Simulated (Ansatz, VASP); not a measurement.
# CuO: VASP beside Ansatz

File INCAR:

```
ALGO = Normal
EDIFF = 1E-6
ENCUT = 520
GGA = PE
ISIF = 2
ISMEAR = 0
ISPIN = 2
LASPH = True
LCHARG = True
LELF = True
LMAXMIX = 4
LORBIT = 11
LREAL = False
LVHAR = True
LWAVE = False
MAGMOM = 1 0
NBANDS = 20
NELM = 150
PREC = Accurate
SIGMA = 0.1
```

KPOINTS

```
k-points
0
Gamma
  6 6 6
```

The input POSCAR:

```
CuO
1.0
    2.8558358200      0.0000000000      0.0000000000
    0.0000000000      2.8558358200      0.0000000000
    0.0000000000      0.0000000000      2.8558358200
Cu O
1 1
Direct
    0.0000000000      0.0000000000      0.0000000000
    0.5000000000      0.5000000000      0.5000000000
```

Input for Ansatz:

```yaml
crystal:
  lattice:
    - [2.85583582, 0.0, 0.0]
    - [0.0, 2.85583582, 0.0]
    - [0.0, 0.0, 2.85583582]
  atoms:
    - { symbol: Cu, position: [0.0, 0.0, 0.0], spin: 1.0 }
    - { symbol: O, position: [0.5, 0.5, 0.5] }
basis:
  ecutwfc: 420
kpoints:
  mp_grid: { grid: [6, 6, 6] }
hamiltonian:
  xc: pbe
scf:
  occupations: { method: gaussian, width: 0.1 }
  lower_state_search: "off"
output:
  forces: true
  stress: true
  eigenvalues: true
  populations: true
magnetization:
  spin_polarized: true
```

Alike in both runs: task single point; functional PBE; k mesh 6 × 6 × 6; occupations gaussian, width 0.1 eV; collinear spin.

|  | VASP | Ansatz |
| --- | --- | --- |
| version | VASP 6.6.1 | Ansatz 0.2.0 |
| potentials or method | VASP PAW PBE potentials, release 64 (Cu, O), cutoff 520 eV | scalar-relativistic, plane waves, PAW |
| valence electrons in the cell | 17 | 25 |

|  | VASP | Ansatz | Ansatz less VASP |
| --- | --- | --- | --- |
| gap on the k mesh at the Fermi level (eV) | none | none | - |
| pressure (GPa) | -21.0 | -21.7 | -0.71 |
| net moment per atom (μB) | 0.51 | 0.50 | 0.000 |
| size of the moment on the site where the two differ most (μB) | 0.56 | 0.63 | +0.068 |

Site moments also hang on the region over which each program counts them. A gap of «none» marks a metal or a gap that the smearing closes. VASP's potentials hold 17 valence electrons a cell and Ansatz's 25, so a difference there can come from the potentials and not from the codes.

The k mesh is coarse, so the values compare programs but aren't converged.
